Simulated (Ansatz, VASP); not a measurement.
**Two plane-wave programs on BiN**

```
Bi N
1.0
     0.00000    2.77610    2.77610
     2.77610    0.00000    2.77610
     2.77610    2.77610    0.00000
Bi N
1 1
Direct
  0.00000 0.00000 0.00000
  0.25000 0.25000 0.25000
```

Alike in both runs: task single point; functional PBE; k mesh 10 × 10 × 10; occupations gaussian, width 0.05 eV; no spin polarisation.

|  | VASP | Ansatz |
| --- | --- | --- |
| version | VASP 6.6.1 | Ansatz 0.2.0 |
| potentials or method | VASP PAW PBE potentials, release 64 (Bi_d, N), cutoff 520 eV | scalar-relativistic, plane waves, PAW |
| valence electrons in the cell | 20 | 20 |

|  | VASP | Ansatz | Ansatz less VASP |
| --- | --- | --- | --- |
| pressure (GPa) | 0.0 | 0.0 | -0.01 |

Neither program's run includes spin-orbit coupling.
